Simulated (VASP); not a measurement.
# Be (P6_3/mmc) in VASP: further runs

Aim: see how the results for Be move with the level of theory and the settings. Levels: LDA, PBEsol, r2SCAN. Tasks: electric field gradients.

Everything below comes from runs of VASP 6.6.1. Logs are shortened: lines on timing, memory, paths and dates and some standing lists are left out, and cuts for length are marked.

## Step 1: The cell of the first run

Symmetry: P6_3/mmc, No. 194, hexagonal system. Conventional cell: a = 2.300 Å, b = 2.300 Å, c = 3.601 Å, α = 90.00°, β = 90.00°, γ = 120.00°. Within 3.0 Å of Be (site symmetry -6m2) lie 12 Be at 2.24 to 2.30 Å.

## Step 2: Electric field gradients, LDA

Input file INCAR:

```
ALGO = Normal ; EDIFF = 1E-8
ENCUT = 520 ; ISIF = 2
ISMEAR = -1 ; LASPH = T
LCHARG = F ; LEFG = T
LREAL = F ; LWAVE = F
NBANDS = 9 ; NELM = 60
PREC = Accurate ; SIGMA = 0.05
```

Input file KPOINTS:

```
k-points
0
Gamma
  20 20 11
```

Input file POSCAR:

```
Be
1.0
    2.2995019849      0.0000000000      0.0000000000
   -1.1497509925      1.9914271350      0.0000000000
    0.0000000000      0.0000000000      3.6009000000
Be
2
Direct
    0.3333333333      0.6666666667      0.2500000000
    0.6666666667      0.3333333333      0.7500000000
```

Potentials or basis: VASP PAW LDA potentials, release 64 (Be).

Started as:

```console
cat potpaw_LDA.64/Be/POTCAR > POTCAR
mpirun -np 1 vasp_std > vasp.out
```

OUTCAR:

```text
EDIFF = 1E-8
   ENCUT = 520
   ISIF = 2
   ISMEAR = -1
   LASPH = T
   LREAL = F
   NELM = 60
   PREC = Accurate

 ion  position               nearest neighbor table
   1  0.333  0.667  0.250-   2 2.24   2 2.24   2 2.24   2 2.24   2 2.24   2 2.24
   2  0.667  0.333  0.750-   1 2.24   1 2.24   1 2.24   1 2.24   1 2.24   1 2.24

  LATTYP: Found a hexagonal cell.
 ALAT       =     2.2995019849
 C/A-ratio  =     1.5659477677

  Lattice vectors:

 A1 = (   2.2995019849,   0.0000000000,   0.0000000000)
 A2 = (  -1.1497509925,   1.9914271350,   0.0000000000)
 A3 = (   0.0000000000,   0.0000000000,   3.6009000000)

Analysis of symmetry for initial positions (statically):
=====================================================================
 Subroutine PRICEL returns:
 Original cell was already a primitive cell.

 Routine SETGRP: Setting up the symmetry group for a
 hexagonal supercell.

 Subroutine GETGRP returns: Found 24 space group operations
 (whereof 12 operations were pure point group operations)
 out of a pool of 24 trial point group operations.

The static configuration has the point symmetry D_3d.
 The point group associated with its full space group is D_6h.

Analysis of symmetry for dynamics (positions and initial velocities):
=====================================================================
 Subroutine PRICEL returns:
 Original cell was already a primitive cell.

 Routine SETGRP: Setting up the symmetry group for a
 hexagonal supercell.

 Subroutine GETGRP returns: Found 24 space group operations
 (whereof 12 operations were pure point group operations)
 out of a pool of 24 trial point group operations.

The dynamic configuration has the point symmetry D_3d.
 The point group associated with its full space group is D_6h.

 Subroutine INISYM returns: Found 24 space group operations
 (whereof 12 operations are pure point group operations),
 and found     1 'primitive' translations

----------------------------------------------------------------------------------------

                                     Primitive cell

  volume of cell :      16.4896

  direct lattice vectors                    reciprocal lattice vectors
     2.299501985  0.000000000  0.000000000     0.434876772  0.251076221  0.000000000
    -1.149750993  1.991427135  0.000000000     0.000000000  0.502152443  0.000000000
     0.000000000  0.000000000  3.600900000     0.000000000  0.000000000  0.277708351

  length of vectors
     2.299501985  2.299501985  3.600900000     0.502152443  0.502152443  0.277708351

  position of ions in fractional coordinates (direct lattice)
     0.333333333  0.666666667  0.250000000
     0.666666667  0.333333333  0.750000000

  ion indices of the primitive-cell ions
   primitive index   ion index
                 1           1
                 2           2

----------------------------------------------------------------------------------------

 KPOINTS: k-points

Automatic generation of k-mesh.
 Grid dimensions read from file:
 generate k-points for:   20   20   11

 Generating k-lattice:

  Cartesian coordinates                     Fractional coordinates (reciprocal lattice)
     0.021743839  0.012553811  0.000000000     0.050000000  0.000000000  0.000000000
     0.000000000  0.025107622  0.000000000     0.000000000  0.050000000  0.000000000
     0.000000000  0.000000000  0.025246214     0.000000000  0.000000000  0.090909091

  Length of vectors
     0.025107622  0.025107622  0.025246214

  Shift w.r.t. Gamma in fractional coordinates (k-lattice)
     0.000000000  0.000000000  0.000000000

 Subroutine IBZKPT returns following result:
 ===========================================

 Found    264 irreducible k-points:

 Following reciprocal coordinates:
            Coordinates               Weight
  0.000000  0.000000  0.000000      1.000000
  0.050000  0.000000  0.000000      6.000000
  0.100000 -0.000000  0.000000      6.000000
  0.150000  0.000000  0.000000      6.000000
  0.200000 -0.000000  0.000000      6.000000
  0.250000 -0.000000  0.000000      6.000000
[... 16 lines left out ...]
  0.200000  0.100000  0.000000     12.000000
  0.250000  0.100000  0.000000     12.000000
 [... further k-points ...]
   k-points           NKPTS =    264   k-points in BZ     NKDIM =    264   number of bands    NBANDS=      9
   number of dos      NEDOS =    301   number of ions     NIONS =      2
   total plane-waves  NPLWV =   9072
   dimension x,y,z NGX =    18 NGY =   18 NGZ =   28
   dimension x,y,z NGXF=    36 NGYF=   36 NGZF=   56
   ions per type =               2
   NGX,Y,Z   is equivalent  to a cutoff of  13.01, 13.01, 12.93 a.u.
   NGXF,Y,Z  is equivalent  to a cutoff of  26.03, 26.03, 25.85 a.u.
 SYSTEM =  unknown system
   PREC   = accura    normal or accurate (medium, high low for compatibility)
   ISTART =      0    job   : 0-new  1-cont  2-samecut
   ICHARG =      2    charge: 1-file 2-atom 10-const
   ISPIN  =      1    spin polarized calculation?
   LNONCOLLINEAR =      F non collinear calculations
   LSORBIT =      F    spin-orbit coupling
   LASPH  =      T    aspherical Exc in radial PAW
   ENCUT  =  520.0 eV  38.22 Ry    6.18 a.u.   4.28  4.28  6.70*2*pi/ulx,y,z
   NELM   =     60;   NELMIN=  2; NELMDL= -5     # of ELM steps
   EDIFF  = 0.1E-07   stopping-criterion for ELM
   LREAL  =      F    real-space projection
   EDIFFG = 0.1E-06   stopping-criterion for IOM
   NSW    =      0    number of steps for IOM
   IBRION =     -1    ionic relax: 0-MD 1-quasi-New 2-CG
   NFREE  =      0    steps in history (QN), initial steepest desc. (CG)
   ISIF   =      2    stress and relaxation
   ISYM   =      2    0-nonsym 1-usesym 2-fastsym
   POTIM  = 0.5000    time-step for ionic-motion
   TEBEG  =    0.0;   TEEND  =   0.0 temperature during run
   PSTRESS=    0.0 pullay stress
   NELECT =       4.0000    total number of electrons
   NUPDOWN=      -1.0000    fix difference up-down
   EMIN   =  10.00;   EMAX   =-10.00  energy-range for DOS
   EFERMI =   0.00;   METHOD = LEGACY
   ISMEAR =    -1;   SIGMA  =   0.05  broadening in eV -4-tet -1-fermi 0-gaus
   EFERMI_NEDOS =   21; number of points for ismear=-14 and -15
   IALGO  =     38    algorithm
   IMIX   =      4    mixing-type and parameters
     AMIX     =   0.40;   BMIX     =  1.00
     AMIX_MAG =   1.60;   BMIX_MAG =  1.00
  volume/ion in A,a.u.               =       8.24        55.64
  Fermi-wavevector in a.u.,A,eV,Ry     =   1.020998  1.929407 14.183227  1.042438
  Thomas-Fermi vector in A             =   2.154599
   LORBIT       =      0    0 simple, 1 ext, 2 COOP (PROOUT), +10 PAW based schemes
   GGA     = CA    functional components
   LHFCALC =     F    Hartree Fock is set to
   AEXX    =    0.0000 exact exchange contribution
   IVDW    =     0    specifies the selected vdW correction
   LEPSILON=     F    determine dielectric tensor
   LRPA    =     F    only Hartree local field effects (RPA)
 non-spin polarized calculation
  energy-cutoff  :      520.00
  volume of cell :       16.49
 maximum number of plane-waves:       465
 NGX is ok and might be reduce to    18
   NGX =  9   NGY =  9   NGZ = 13

 number of electron       4.0000000 magnetization

 Free energy of the ion-electron system (eV)
  ---------------------------------------------------
  ext. energy  EPLUGINS =         0.00000000
  ---------------------------------------------------
  free energy    TOTEN  =        -8.37759390 eV

  energy without entropy =       -8.37669519  energy(sigma->0) =       -8.37714454

 E-fermi :   6.3597     XC(G=0): -10.4840

 val. band max:        6.3484875592   @ k =   0.3000   0.2000   0.0000
 cond. band min:       6.3977997279   @ k =   0.3000   0.3000   0.2727
 fundamental gap:      0.0493121686
 Fermi energy:         6.3597318694

 k-point     1 :       0.0000    0.0000    0.0000
  band No.  band energies     occupation
      1      -4.5377      2.00000
      2       2.1993      2.00000
      3       7.6171      0.00000
      4      21.5502      0.00000
      5      21.5502      0.00000
      6      24.3274      0.00000
      7      24.3274      0.00000
      8      26.4095      0.00000
      9      32.9086      0.00000

 k-point     2 :       0.0500    0.0000    0.0000
  band No.  band energies     occupation
      1      -4.4683      2.00000
      2       2.2901      2.00000
      3       7.6368      0.00000
      4      21.0008      0.00000
      5      21.1270      0.00000
      6      24.3338      0.00000
      7      24.5464      0.00000
      8      26.2777      0.00000
      9      31.5716      0.00000
[... 253 lines left out ...]
 k-point    24 :       0.2500    0.1000    0.0000
  band No.  band energies     occupation
      1      -1.8254      2.00000
      2       5.7038      2.00000
      3       7.5815      0.00000
      4      12.5178      0.00000
      5      15.3601      0.00000
      6      19.6639      0.00000
      7      21.1554      0.00000
      8      22.9549      0.00000
      9      26.9284      0.00000

 [... further k-points ...]
[... 5 lines left out ...]
  --------------------------------------------------------------------------------------
  -------------------------------------------------------------------------------------
  Total       -0.9798334     -0.9798334     -0.9986141      0.0000000      0.0000000      0.0000000
  in kB      -95.2036396    -95.2036396    -97.0284257      0.0000000      0.0000000      0.0000000
  external PRESSURE =     -95.8119016 kB  Pullay stress =       0.0000000 kB

 VOLUME and BASIS-vectors are now :
 -----------------------------------------------------------------------------
  energy-cutoff  :      520.00
  volume of cell :       16.49
      direct lattice vectors                 reciprocal lattice vectors
     2.299501985  0.000000000  0.000000000     0.434876772  0.251076221  0.000000000
    -1.149750993  1.991427135  0.000000000     0.000000000  0.502152443  0.000000000
     0.000000000  0.000000000  3.600900000     0.000000000  0.000000000  0.277708351

 POSITION                                       TOTAL-FORCE (eV/Angst)
 -----------------------------------------------------------------------------------
     -0.00000      1.32762      0.90023         0.000000      0.000000      0.000000
      1.14975      0.66381      2.70068        -0.000000     -0.000000      0.000000
 -----------------------------------------------------------------------------------
    total drift:                                0.000000     -0.000000      0.000000

  FREE ENERGIE OF THE ION-ELECTRON SYSTEM (eV)
  ---------------------------------------------------
  free  energy   TOTEN  =        -8.3775938960 eV

  energy  without entropy=       -8.3766951911  energy(sigma->0) =       -8.37714454

 Electric field gradients (V/A^2)
---------------------------------------------------------------------
 ion       V_xx      V_yy      V_zz      V_xy      V_xz      V_yz
---------------------------------------------------------------------
   1       0.317     0.317    -0.634    -0.000    -0.000     0.000
   2       0.317     0.317    -0.634    -0.000     0.000    -0.000
---------------------------------------------------------------------

 Electric field gradients after diagonalization (V/A^2)
 (convention: |V_zz| > |V_xx| > |V_yy|)
----------------------------------------------------------------------
 ion       V_xx      V_yy      V_zz     asymmetry (V_yy - V_xx)/ V_zz
----------------------------------------------------------------------
   1       0.317     0.317    -0.634       0.000
   2       0.317     0.317    -0.634       0.000
----------------------------------------------------------------------

           NMR quadrupolar parameters

 Cq : quadrupolar parameter    Cq=e*Q*V_zz/h
 eta: asymmetry parameters     (V_yy - V_xx)/ V_zz
 Q  : nuclear electric quadrupole moment in mb (millibarn)
----------------------------------------------------------------------
 ion       Cq(MHz)       eta       Q (mb)
----------------------------------------------------------------------
   1      -0.002       0.000       1.000
   2      -0.002       0.000       1.000
----------------------------------------------------------------------
```

Wall time 12 s (1 thread of Intel Xeon 6975P-C (Granite Rapids), shared host); peak memory 0.14 GiB.

What came out:

```
Free energy            : -8.3776 eV
Pressure               : -9.6 GPa
Band gap on the k mesh : zero (band 2 reaches 7.40 eV, above the bottom of band 3 at 6.02 eV)
```

Levels at points of the mesh, in eV from the Fermi level:
```
           k point  band 1  band 2  band 3  band 4  band 5  band 6
(0.00, 0.00, 0.00)  -10.90   -4.16    1.26   15.19   15.19   17.97
(0.50, 0.00, 0.00)   -4.77   -2.98    3.56    6.46    6.62    8.97
```

Electric field gradients, principal values (V/Å²):
| atom | least | middle | greatest (by size) |
| --- | --- | --- | --- |
| 1 Be | 0.317 | 0.317 | -0.634 |
| 2 Be | 0.317 | 0.317 | -0.634 |

Caveat: without QUAD_EFG the Cq values of the log hold for a quadrupole moment of 1 mb, not for the nuclei.

(Part 1 of 2 ends here.)
